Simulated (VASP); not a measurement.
# Ge (Pm-3m) in VASP: further runs

Ge is run at these levels: LDA; tasks: single point, relaxation of cell and atoms.

Program: VASP 6.6.1. These are calculated values, not measurements. Logs are shortened: lines on timing, memory, paths and dates and some standing lists are left out, and cuts for length are marked.

**1. The cell of the first run**

The structure is cubic, space group Pm-3m (No. 221). The conventional cell has a = 2.240 Å, b = 2.240 Å, c = 2.240 Å, α = 90.00°, β = 90.00°, γ = 90.00°. Ge (site symmetry m-3m) has 6 Ge at 2.24 Å within 3.0 Å.

**2. Single point, LDA**

INCAR

```
  PREC = Accurate
  ENCUT = 520
  EDIFF = 1E-6
  ISMEAR = -1
  SIGMA = 0.08
  LREAL = False
  LASPH = True
  NELM = 100
  ALGO = Normal
  ISIF = 2
  LWAVE = False
  LCHARG = True
  GGA = CA
  LELF = True
  LVHAR = True
  NBANDS = 13
```

KPOINTS

```
Automatic mesh
0
Gamma
  17 17 17
```

POSCAR

```
Ge
1.0
    2.2402229978      0.0000000000      0.0000000000
    0.0000000000      2.2402229978      0.0000000000
    0.0000000000      0.0000000000      2.2402229978
Ge
1
Direct
    0.0000000000      0.0000000000      0.0000000000
```

Potentials or basis: VASP PAW LDA potentials, release 64 (Ge_d).

Command:

```
$ cat potpaw_LDA.64/Ge_d/POTCAR > POTCAR
$ mpirun -np 1 vasp_std > vasp.out
```

OUTCAR:

```text
PREC = Accurate
   ENCUT = 520
   EDIFF = 1E-6
   ISMEAR = -1
   LREAL = False
   LASPH = True
   NELM = 100
   ISIF = 2
   GGA = CA

 ion  position               nearest neighbor table
   1  0.000  0.000  0.000-

  LATTYP: Found a simple cubic cell.
 ALAT       =     2.2402229978

  Lattice vectors:

 A1 = (   2.2402229978,   0.0000000000,   0.0000000000)
 A2 = (   0.0000000000,   2.2402229978,   0.0000000000)
 A3 = (   0.0000000000,   0.0000000000,   2.2402229978)

Analysis of symmetry for initial positions (statically):
=====================================================================
 Subroutine PRICEL returns:
 Original cell was already a primitive cell.

 Routine SETGRP: Setting up the symmetry group for a
 simple cubic supercell.

 Subroutine GETGRP returns: Found 48 space group operations
 (whereof 48 operations were pure point group operations)
 out of a pool of 48 trial point group operations.

The static configuration has the point symmetry O_h .

Analysis of symmetry for dynamics (positions and initial velocities):
=====================================================================
 Subroutine PRICEL returns:
 Original cell was already a primitive cell.

 Routine SETGRP: Setting up the symmetry group for a
 simple cubic supercell.

 Subroutine GETGRP returns: Found 48 space group operations
 (whereof 48 operations were pure point group operations)
 out of a pool of 48 trial point group operations.

The dynamic configuration has the point symmetry O_h .

 Subroutine INISYM returns: Found 48 space group operations
 (whereof 48 operations are pure point group operations),
 and found     1 'primitive' translations

----------------------------------------------------------------------------------------

                                     Primitive cell

  volume of cell :      11.2428

  direct lattice vectors                    reciprocal lattice vectors
     2.240222998  0.000000000  0.000000000     0.446384133  0.000000000  0.000000000
     0.000000000  2.240222998  0.000000000     0.000000000  0.446384133  0.000000000
     0.000000000  0.000000000  2.240222998     0.000000000  0.000000000  0.446384133

  length of vectors
     2.240222998  2.240222998  2.240222998     0.446384133  0.446384133  0.446384133

  position of ions in fractional coordinates (direct lattice)
     0.000000000  0.000000000  0.000000000

  ion indices of the primitive-cell ions
   primitive index   ion index
                 1           1

----------------------------------------------------------------------------------------

 KPOINTS: Automatic mesh

Automatic generation of k-mesh.
 Grid dimensions read from file:
 generate k-points for:   17   17   17

 Generating k-lattice:

  Cartesian coordinates                     Fractional coordinates (reciprocal lattice)
     0.026257890  0.000000000  0.000000000     0.058823529  0.000000000  0.000000000
     0.000000000  0.026257890  0.000000000     0.000000000  0.058823529  0.000000000
     0.000000000  0.000000000  0.026257890     0.000000000  0.000000000  0.058823529

  Length of vectors
     0.026257890  0.026257890  0.026257890

  Shift w.r.t. Gamma in fractional coordinates (k-lattice)
     0.000000000  0.000000000  0.000000000

 Subroutine IBZKPT returns following result:
 ===========================================

 Found    165 irreducible k-points:

 Following reciprocal coordinates:
            Coordinates               Weight
  0.000000  0.000000  0.000000      1.000000
  0.058824  0.000000  0.000000      6.000000
  0.117647  0.000000  0.000000      6.000000
  0.176471  0.000000  0.000000      6.000000
  0.235294  0.000000  0.000000      6.000000
  0.294118  0.000000  0.000000      6.000000
[... 16 lines left out ...]
  0.411765  0.117647  0.000000     24.000000
  0.470588  0.117647  0.000000     24.000000
 [... further k-points ...]
   k-points           NKPTS =    165   k-points in BZ     NKDIM =    165   number of bands    NBANDS=     13
   number of dos      NEDOS =    301   number of ions     NIONS =      1
   total plane-waves  NPLWV =   5832
   dimension x,y,z NGX =    18 NGY =   18 NGZ =   18
   dimension x,y,z NGXF=    36 NGYF=   36 NGZF=   36
   ions per type =               1
   NGX,Y,Z   is equivalent  to a cutoff of  13.36, 13.36, 13.36 a.u.
   NGXF,Y,Z  is equivalent  to a cutoff of  26.72, 26.72, 26.72 a.u.
 SYSTEM =  unknown system
   PREC   = accura    normal or accurate (medium, high low for compatibility)
   ISTART =      0    job   : 0-new  1-cont  2-samecut
   ICHARG =      2    charge: 1-file 2-atom 10-const
   ISPIN  =      1    spin polarized calculation?
   LNONCOLLINEAR =      F non collinear calculations
   LSORBIT =      F    spin-orbit coupling
   LASPH  =      T    aspherical Exc in radial PAW
   ENCUT  =  520.0 eV  38.22 Ry    6.18 a.u.   4.17  4.17  4.17*2*pi/ulx,y,z
   NELM   =    100;   NELMIN=  2; NELMDL= -5     # of ELM steps
   EDIFF  = 0.1E-05   stopping-criterion for ELM
   LREAL  =      F    real-space projection
[... 7 lines left out ...]
   TEBEG  =    0.0;   TEEND  =   0.0 temperature during run
   PSTRESS=    0.0 pullay stress
   NELECT =      14.0000    total number of electrons
   NUPDOWN=      -1.0000    fix difference up-down
   EMIN   =  10.00;   EMAX   =-10.00  energy-range for DOS
   EFERMI =   0.00;   METHOD = LEGACY
   ISMEAR =    -1;   SIGMA  =   0.08  broadening in eV -4-tet -1-fermi 0-gaus
   EFERMI_NEDOS =   21; number of points for ismear=-14 and -15
   IALGO  =     38    algorithm
   IMIX   =      4    mixing-type and parameters
     AMIX     =   0.40;   BMIX     =  1.00
     AMIX_MAG =   1.60;   BMIX_MAG =  1.00
  volume/ion in A,a.u.               =      11.24        75.87
  Fermi-wavevector in a.u.,A,eV,Ry     =   1.761271  3.328320 42.206314  3.102077
  Thomas-Fermi vector in A             =   2.829874
   LORBIT       =      0    0 simple, 1 ext, 2 COOP (PROOUT), +10 PAW based schemes
   GGA     = CA    functional components
   LHFCALC =     F    Hartree Fock is set to
   AEXX    =    0.0000 exact exchange contribution
   IVDW    =     0    specifies the selected vdW correction
   LEPSILON=     F    determine dielectric tensor
   LRPA    =     F    only Hartree local field effects (RPA)
 non-spin polarized calculation
  energy-cutoff  :      520.00
  volume of cell :       11.24
 maximum number of plane-waves:       312
 NGX is ok and might be reduce to    18
   NGX =  9   NGY =  9   NGZ =  9

 number of electron      13.9999988 magnetization

 Free energy of the ion-electron system (eV)
  ---------------------------------------------------
  ext. energy  EPLUGINS =         0.00000000
  ---------------------------------------------------
  free energy    TOTEN  =        -3.10886650 eV

  energy without entropy =       -3.10167761  energy(sigma->0) =       -3.10527206

 E-fermi :  13.7048     XC(G=0): -14.3717

 val. band max:       13.6510143604   @ k =   0.4118   0.3529   0.0588
 cond. band min:      13.7132256369   @ k =   0.2353   0.2353   0.0588
 fundamental gap:      0.0622112765
 Fermi energy:        13.7048162853

 k-point     1 :       0.0000    0.0000    0.0000
  band No.  band energies     occupation
      1     -12.7157      2.00000
      2     -12.7157      2.00000
      3     -11.6018      2.00000
      4     -11.6018      2.00000
      5     -11.6018      2.00000
      6      -5.2803      2.00000
      7      23.4560      0.00000
      8      23.4560      0.00000
      9      23.4560      0.00000
     10      26.3702      0.00000
     11      26.3702      0.00000
     12      32.8875      0.00000
     13      50.2543      0.00000

 k-point     2 :       0.0588    0.0000    0.0000
  band No.  band energies     occupation
      1     -12.7127      2.00000
      2     -12.6904      2.00000
      3     -11.6123      2.00000
      4     -11.6123      2.00000
      5     -11.6009      2.00000
      6      -5.1746      2.00000
      7      21.5406      0.00000
      8      23.5730      0.00000
      9      23.5730      0.00000
     10      26.4515      0.00000
     11      27.9926      0.00000
     12      33.4016      0.00000
     13      48.8045      0.00000

 k-point     3 :       0.1176    0.0000    0.0000
  band No.  band energies     occupation
      1     -12.7043      2.00000
      2     -12.6189      2.00000
      3     -11.6424      2.00000
      4     -11.6424      2.00000
      5     -11.5984      2.00000
      6      -4.8561      2.00000
      7      18.6682      0.00000
      8      23.9213      0.00000
      9      23.9213      0.00000
     10      26.6959      0.00000
     11      29.7152      0.00000
     12      35.2077      0.00000
     13      46.2693      0.00000

 k-point     4 :       0.1765    0.0000    0.0000
  band No.  band energies     occupation
      1     -12.6914      2.00000
      2     -12.5122      2.00000
      3     -11.6878      2.00000
      4     -11.6878      2.00000
      5     -11.5945      2.00000
      6      -4.3208      2.00000
      7      15.7929      0.00000
      8      24.4925      0.00000
      9      24.4925      0.00000
     10      27.1051      0.00000
     11      30.6760      0.00000
     12      38.1845      0.00000
     13      43.6892      0.00000

 k-point     5 :       0.2353    0.0000    0.0000
  band No.  band energies     occupation
      1     -12.6759      2.00000
      2     -12.3865      2.00000
      3     -11.7422      2.00000
      4     -11.7422      2.00000
      5     -11.5899      2.00000
      6      -3.5642      2.00000
      7      13.0320      1.99956
      8      25.2713      0.00000
      9      25.2713      0.00000
     10      27.6814      0.00000
     11      31.3311      0.00000
     12      41.2435      0.00000
     13      41.6244      0.00000
[... 257 lines left out ...]
 k-point    22 :       0.3529    0.1176    0.0000
  band No.  band energies     occupation
      1     -12.5765      2.00000
      2     -12.0888      2.00000
      3     -11.9178      2.00000
      4     -11.8426      2.00000
      5     -11.6192      2.00000
      6      -0.9656      2.00000
      7       8.3858      2.00000
      8      22.4742      0.00000
      9      27.8025      0.00000
     10      30.7113      0.00000
     11      31.9376      0.00000
     12      36.6511      0.00000
     13      38.5599      0.00000

 k-point    23 :       0.4118    0.1176    0.0000
  band No.  band energies     occupation
      1     -12.5652      2.00000
      2     -12.0032      2.00000
      3     -11.9590      2.00000
      4     -11.8796      2.00000
      5     -11.6157      2.00000
      6       0.4397      2.00000
      7       6.1594      2.00000
      8      23.6493      0.00000
      9      28.9293      0.00000
     10      29.3889      0.00000
     11      32.4359      0.00000
     12      36.1152      0.00000
     13      36.7109      0.00000

 k-point    24 :       0.4706    0.1176    0.0000
  band No.  band energies     occupation
      1     -12.5592      2.00000
      2     -11.9810      2.00000
      3     -11.9577      2.00000
      4     -11.8994      2.00000
      5     -11.6138      2.00000
      6       1.9666      2.00000
      7       4.2205      2.00000
      8      24.6993      0.00000
      9      28.0529      0.00000
     10      29.7802      0.00000
     11      33.3848      0.00000
     12      35.1580      0.00000
     13      35.4984      0.00000

 [... further k-points ...]
[... 5 lines left out ...]
  --------------------------------------------------------------------------------------
  -------------------------------------------------------------------------------------
  Total        9.2343344      9.2343344      9.2343344      0.0000000      0.0000000     -0.0000000
  in kB     1315.9592008   1315.9592008   1315.9592008      0.0000000      0.0000000     -0.0000000
  external PRESSURE =    1315.9592008 kB  Pullay stress =       0.0000000 kB

 VOLUME and BASIS-vectors are now :
 -----------------------------------------------------------------------------
  energy-cutoff  :      520.00
  volume of cell :       11.24
      direct lattice vectors                 reciprocal lattice vectors
     2.240222998  0.000000000  0.000000000     0.446384133  0.000000000  0.000000000
     0.000000000  2.240222998  0.000000000     0.000000000  0.446384133  0.000000000
     0.000000000  0.000000000  2.240222998     0.000000000  0.000000000  0.446384133

 POSITION                                       TOTAL-FORCE (eV/Angst)
 -----------------------------------------------------------------------------------
      0.00000      0.00000      0.00000         0.000000      0.000000      0.000000
 -----------------------------------------------------------------------------------
    total drift:                               -0.000000      0.000000      0.000000

  FREE ENERGIE OF THE ION-ELECTRON SYSTEM (eV)
  ---------------------------------------------------
  free  energy   TOTEN  =        -3.1088665013 eV

  energy  without entropy=       -3.1016776142  energy(sigma->0) =       -3.10527206
```

Run time: 15 s. Hardware: 1 thread of Intel Xeon Platinum 8488C (Sapphire Rapids), shared host; peak memory 0.13 GiB.

What came out:

```yaml
Free_energy: -3.1089 eV
Pressure: 131.6 GPa
Band_gap_on_the_k_mesh: zero (band 7 reaches 23.46 eV, above the bottom of band 8 at 10.73 eV)
```

Levels at points of the mesh, in eV from the Fermi level:
```tsv
k point	band 3	band 4	band 5	band 6	band 7	band 8	band 9	band 10	band 11	band 12
(0.00, 0.00, 0.00)	-25.31	-25.31	-25.31	-18.99	9.75	9.75	9.75	12.67	12.67	19.18
```

(Continued in part 2 of 2.)
